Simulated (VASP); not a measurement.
Co: density of states with LDA

Crystal: Co.

```
CELL_PARAMETERS angstrom
2.25543 0.00000 0.00000
0.00000 2.25543 0.00000
0.00000 0.00000 2.25543
ATOMIC_POSITIONS crystal
Co 0.00000 0.00000 0.00000
```

| Property | Result |
| --- | --- |
| Program | VASP 6.6.1 |
| Task | density of states |
| Functional | LDA |
| Potentials or basis | VASP PAW LDA potentials, release 64 (Co) |
| Cutoff | 520 eV |
| k mesh | 17 × 17 × 17 |
| Occupations | fermi-dirac, width 0.05 eV |
| Spin | collinear spin, ferromagnetic start |
| Starting moments | [1.7] μB |
| Dipole correction | no |
| k mesh for the DOS | 26 × 26 × 26 |
| Occupations for the DOS | tetrahedron |
| Further INCAR settings | ALGO = Normal; EDIFF = 1e-06; NBANDS = 14 |

- Net moment: 1.47 μB per cell
- Site moments: Co +1.47 μB
- Valence electrons inside the program's atomic spheres: Co 8.37

Levels at points of the mesh, in eV from the Fermi level:
Spin up:
| k point | band 1 | band 2 | band 3 | band 4 | band 5 | band 6 | band 7 | band 8 | band 9 | band 10 |
| --- | --- | --- | --- | --- | --- | --- | --- | --- | --- | --- |
| (0.00, 0.00, 0.00) | -8.70 | -4.48 | -4.48 | -0.45 | -0.45 | -0.45 | 20.35 | 20.35 | 20.35 | 24.56 |
| (0.50, 0.00, 0.00) | -4.55 | -3.93 | -1.80 | -1.80 | -1.44 | -0.33 | 4.46 | 24.51 | 27.67 | 28.45 |
| (0.50, 0.50, 0.00) | -5.35 | -3.41 | -1.53 | -1.53 | 0.65 | 5.38 | 5.38 | 11.90 | 13.11 | 31.91 |
| (0.50, 0.50, 0.50) | -4.21 | -4.21 | -4.21 | 0.73 | 0.73 | 12.75 | 12.75 | 12.75 | 13.54 | 17.97 |
Spin down:
```
           k point  band 1  band 2  band 3  band 4  band 5  band 6  band 7  band 8
(0.00, 0.00, 0.00)   -8.46   -3.45   -3.45    1.17    1.17    1.17   20.68   20.68
(0.50, 0.00, 0.00)   -3.84   -2.85   -1.25   -0.30   -0.30    1.30    5.40   24.63
(0.50, 0.50, 0.00)   -4.32   -2.38    0.01    0.01    1.99    5.66    5.66   12.57
(0.50, 0.50, 0.50)   -3.00   -3.00   -3.00    2.06    2.06   13.15   13.15   13.15
```

Run time: 2.5 min on 1 thread of Intel(R) Xeon(R) Platinum 8259CL CPU @ 2.50GHz (Skylake/Cascade Lake) (shared host), peak memory 0.27 GiB.
